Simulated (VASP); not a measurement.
# TaBiO (P4/nmm) in VASP: single point with PBE

Aim: the single point of TaBiO with PBE.

Program: VASP 6.6.1. These are calculated values, not measurements. Logs are shortened: lines on timing, memory, paths and dates and some standing lists are left out, and cuts for length are marked.

### 1 The cell of the first run

It takes space group P4/nmm (No. 129, tetragonal). The conventional cell has a = 3.070 Å, b = 3.070 Å, c = 11.428 Å, α = 90.00°, β = 90.00°, γ = 90.00°. Ta (site symmetry 4mm) has 5 O at 2.17 to 2.33 Å within 2.9 Å. Within 4.0 Å of Bi (site symmetry 4mm) lie 4 Bi at 3.07 Å and 1 O at 3.18 Å and 4 Ta at 3.19 Å. Within 2.9 Å of O (site symmetry 4mm) lie 5 Ta at 2.17 to 2.33 Å and 4 O at 2.55 Å.

The cell was built from a structure type or drawn by symmetry, and may not be a known phase.

### 2 Single point, PBE, collinear spin

The input, INCAR:

```
SYSTEM = TaBiO
PREC = Accurate
ENCUT = 520
EDIFF = 1E-7
ISMEAR = 0
SIGMA = 0.1
LREAL = .False.
LASPH = .True.
NELM = 150
ALGO = Normal
ISIF = 2
LWAVE = .False.
LCHARG = .False.
ISPIN = 2
MAGMOM = 1 1 0 0 0 0
LORBIT = 11
LMAXMIX = 4
GGA = PE
NBANDS = 45
```

The input, KPOINTS:

```
Automatic mesh
0
Gamma
  6 6 2
  0 0 0
```

The input, POSCAR:

```
TaBiO
1.0
    3.0695393228      0.0000000000      0.0000000000
    0.0000000000      3.0695393228      0.0000000000
    0.0000000000      0.0000000000     11.4283198923
Ta Bi O
2 2 2
Direct
    0.0000000000      0.5000000000      0.6318136026
    0.5000000000      0.0000000000      0.3681863974
    0.5000000000      0.0000000000      0.8367329925
    0.0000000000      0.5000000000      0.1632670075
    0.0000000000      0.5000000000      0.4415314142
    0.5000000000      0.0000000000      0.5584685858
```

Potentials or basis: VASP PAW PBE potentials, release 64 (Ta_pv, Bi_d, O).

Started as:

```console
cat potpaw_PBE.64/Ta_pv/POTCAR potpaw_PBE.64/Bi_d/POTCAR potpaw_PBE.64/O/POTCAR > POTCAR
mpirun -np 1 vasp_std > vasp.out
```

OUTCAR:

```text
SYSTEM = TaBiO
   PREC = Accurate
   ENCUT = 520
   EDIFF = 1E-7
   ISMEAR = 0
   LREAL = .False.
   LASPH = .True.
   NELM = 150
   ISIF = 2
   ISPIN = 2
   LORBIT = 11
   GGA = PE

 ion  position               nearest neighbor table
   1  0.000  0.500  0.632-   5 2.17   6 2.33   6 2.33   6 2.33   6 2.33   3 3.19   3 3.19   3 3.19
                             3 3.19
   2  0.500  0.000  0.368-   6 2.17   5 2.33   5 2.33   5 2.33   5 2.33   4 3.19   4 3.19   4 3.19
                             4 3.19
   3  0.500  0.000  0.837-   1 3.19   1 3.19   1 3.19   1 3.19
   4  0.000  0.500  0.163-   2 3.19   2 3.19   2 3.19   2 3.19
   5  0.000  0.500  0.442-   1 2.17   2 2.33   2 2.33   2 2.33   2 2.33
   6  0.500  0.000  0.558-   2 2.17   1 2.33   1 2.33   1 2.33   1 2.33

  LATTYP: Found a simple tetragonal cell.
 ALAT       =     3.0695393228
 C/A-ratio  =     3.7231384551

  Lattice vectors:

 A1 = (   3.0695393228,   0.0000000000,   0.0000000000)
 A2 = (   0.0000000000,   3.0695393228,   0.0000000000)
 A3 = (   0.0000000000,   0.0000000000,  11.4283198923)

Analysis of symmetry for initial positions (statically):
=====================================================================
 Subroutine PRICEL returns:
 Original cell was already a primitive cell.

 Routine SETGRP: Setting up the symmetry group for a
 simple tetragonal supercell.

 Subroutine GETGRP returns: Found 16 space group operations
 (whereof  8 operations were pure point group operations)
 out of a pool of 16 trial point group operations.

The static configuration has the point symmetry D_2d.
 The point group associated with its full space group is D_4h.

Analysis of symmetry for dynamics (positions and initial velocities):
=====================================================================
 Subroutine PRICEL returns:
 Original cell was already a primitive cell.

 Routine SETGRP: Setting up the symmetry group for a
 simple tetragonal supercell.

 Subroutine GETGRP returns: Found 16 space group operations
 (whereof  8 operations were pure point group operations)
 out of a pool of 16 trial point group operations.

The dynamic configuration has the point symmetry D_2d.
 The point group associated with its full space group is D_4h.

Analysis of structural, dynamic, and magnetic symmetry:
=====================================================================
 Subroutine PRICEL returns:
 Original cell was already a primitive cell.
[... 145 lines left out ...]
  energy-cutoff  :      520.00
  volume of cell :      107.68
 maximum number of plane-waves:      2932
 NGX is ok and might be reduce to    24
   NGX = 11   NGY = 11   NGZ = 43

 number of electron      64.0000005 magnetization       0.0003833

 number of electron      64.0000005 magnetization      -0.0002010

 Free energy of the ion-electron system (eV)
  ---------------------------------------------------
  ext. energy  EPLUGINS =         0.00000000
  ---------------------------------------------------
  free energy    TOTEN  =       -46.04928825 eV

  energy without entropy =      -46.04256611  energy(sigma->0) =      -46.04592718

 E-fermi :   8.2302     XC(G=0): -11.4000

 val. band max:        8.1986683275   @ k =   0.1667   0.1667   0.5000
 cond. band min:       8.3532965772   @ k =   0.1667   0.1667   0.0000
 fundamental gap:      0.1546282498
 Fermi energy:         8.2301670153

 spin component 1

 k-point     1 :       0.0000    0.0000    0.0000
  band No.  band energies     occupation
      1     -27.9589      1.00000
      2     -27.8296      1.00000
      3     -27.5229      1.00000
      4     -27.5229      1.00000
      5     -27.5069      1.00000
      6     -27.5069      1.00000
[... 929 lines left out ...]
     43      13.3543      0.00000
     44      13.3543      0.00000
 Fermi energy:         8.2301670153

 spin component 2

 k-point     1 :       0.0000    0.0000    0.0000
  band No.  band energies     occupation
      1     -27.9587      1.00000
      2     -27.8294      1.00000
      3     -27.5227      1.00000
      4     -27.5227      1.00000
      5     -27.5067      1.00000
      6     -27.5067      1.00000
[... 929 lines left out ...]
     43      13.3542      0.00000
     44      13.3542      0.00000
 [bands above 44 left out]

------------------------ aborting loop because EDIFF is reached ----------------------------------------

  FORCE on cell =-STRESS in cart. coord.  units (eV):
  Direction    XX          YY          ZZ          XY          YZ          ZX
  --------------------------------------------------------------------------------------
  -------------------------------------------------------------------------------------
  Total        0.0516545      0.0516545      0.1174777      0.0000000      0.0000000      0.0000000
  in kB        0.7685817      0.7685817      1.7479836      0.0000000      0.0000000      0.0000000
  external PRESSURE =       1.0950490 kB  Pullay stress =       0.0000000 kB

 VOLUME and BASIS-vectors are now :
 -----------------------------------------------------------------------------
  energy-cutoff  :      520.00
  volume of cell :      107.68
      direct lattice vectors                 reciprocal lattice vectors
     3.069539323  0.000000000  0.000000000     0.325781785  0.000000000  0.000000000
     0.000000000  3.069539323  0.000000000     0.000000000  0.325781785  0.000000000
     0.000000000  0.000000000 11.428319892     0.000000000  0.000000000  0.087501926

 POSITION                                       TOTAL-FORCE (eV/Angst)
 -----------------------------------------------------------------------------------
      0.00000      1.53477      7.22057        -0.000000      0.000000      0.038797
      1.53477      0.00000      4.20775         0.000000      0.000000     -0.038797
      1.53477      0.00000      9.56245        -0.000000      0.000000     -0.005848
      0.00000      1.53477      1.86587        -0.000000      0.000000      0.005848
      0.00000      1.53477      5.04596         0.000000      0.000000     -0.024002
      1.53477      0.00000      6.38236        -0.000000      0.000000      0.024002
 -----------------------------------------------------------------------------------
    total drift:                                0.000000      0.000000      0.000000

  FREE ENERGIE OF THE ION-ELECTRON SYSTEM (eV)
  ---------------------------------------------------
  free  energy   TOTEN  =       -46.0492882513 eV

  energy  without entropy=      -46.0425661134  energy(sigma->0) =      -46.04592718

 total charge

# of ion       s       p       d       tot
------------------------------------------
    1        0.257   6.135   2.243   8.635
    2        0.257   6.135   2.243   8.635
    3        1.534   1.433   9.949  12.916
    4        1.534   1.433   9.949  12.916
    5        1.568   3.435   0.000   5.003
    6        1.568   3.435   0.000   5.003
--------------------------------------------------
tot          6.719  22.005  24.385  53.109

 magnetization (x)

# of ion       s       p       d       tot
------------------------------------------
    1        0.000   0.000   0.000   0.000
    2        0.000   0.000   0.000   0.000
    3        0.000  -0.000  -0.000  -0.000
    4        0.000  -0.000  -0.000  -0.000
    5        0.000  -0.000   0.000  -0.000
    6        0.000  -0.000   0.000  -0.000
--------------------------------------------------
tot          0.000  -0.000   0.000   0.000
```

OSZICAR:

```text
N       E                     dE             d eps       ncg     rms          rms(c)
DAV:   1     0.790789856994E+03    0.79079E+03   -0.32973E+04  3608   0.171E+03
DAV:   2     0.492484385721E+02   -0.74154E+03   -0.70467E+03  3669   0.504E+02
DAV:   3    -0.455827619366E+02   -0.94831E+02   -0.90213E+02  4227   0.177E+02
DAV:   4    -0.507413498793E+02   -0.51586E+01   -0.50401E+01  4374   0.401E+01
DAV:   5    -0.509237571890E+02   -0.18241E+00   -0.18212E+00  4742   0.797E+00    0.226E+01
DAV:   6    -0.463105618089E+02    0.46132E+01   -0.16454E+01  4701   0.244E+01    0.963E+00
DAV:   7    -0.460632553454E+02    0.24731E+00   -0.20435E+00  4082   0.807E+00    0.648E+00
DAV:   8    -0.460549600560E+02    0.82953E-02   -0.54685E-01  4119   0.400E+00    0.140E+00
DAV:   9    -0.460471105419E+02    0.78495E-02   -0.31631E-02  4690   0.110E+00    0.442E-01
DAV:  10    -0.460471484586E+02   -0.37917E-04   -0.13463E-02  4200   0.584E-01    0.279E-01
DAV:  11    -0.460492581548E+02   -0.21097E-02   -0.29787E-03  4846   0.291E-01    0.927E-02
DAV:  12    -0.460492475145E+02    0.10640E-04   -0.20105E-04  4382   0.759E-02    0.532E-02
DAV:  13    -0.460492824969E+02   -0.34982E-04   -0.76679E-05  4768   0.397E-02    0.189E-02
DAV:  14    -0.460492876731E+02   -0.51762E-05   -0.14504E-05  4535   0.172E-02    0.800E-03
DAV:  15    -0.460492883256E+02   -0.65246E-06   -0.19833E-06  4234   0.683E-03    0.339E-03
DAV:  16    -0.460492882513E+02    0.74308E-07   -0.42954E-07  3655   0.341E-03
   1 F= -.46049288E+02 E0= -.46045927E+02  d E =-.672214E-02  mag=    -0.0002
```

stdout:

```text
POSCAR found type information on POSCAR TaBiO
 POSCAR found :  3 types and       6 ions
 scaLAPACK will be used
 LDA part: xc-table for (Slater+PW92), standard interpolation
 POSCAR, INCAR and KPOINTS ok, starting setup
 FFT: planning ... GRIDC
 FFT: planning ... GRID_SOFT
 FFT: planning ... GRID
 WAVECAR not read
 entering main loop
```

Wall time 4.8 min (1 thread of Intel Xeon 8259CL, shared host); peak memory 0.35 GiB.

Results:

* Free energy: -46.0493 eV
* Pressure: 0.1 GPa
* Largest force: 0.039 eV/Å
* Band gap on the k mesh: zero (filled and empty bands overlap)
* Net moment: 0.00 μB per cell
* Valence electrons inside the program's atomic spheres: Ta 8.63; Bi 12.92; O 5.00

Forces in eV/Å, atoms in the order of the input:
```
Ta   0.000  0.000  0.039
Ta   0.000  0.000 -0.039
Bi   0.000  0.000 -0.006
Bi   0.000  0.000  0.006
O    0.000  0.000 -0.024
O    0.000  0.000  0.024
```

Caveat: spin-orbit coupling is left out, which moves the levels of the heavy elements.
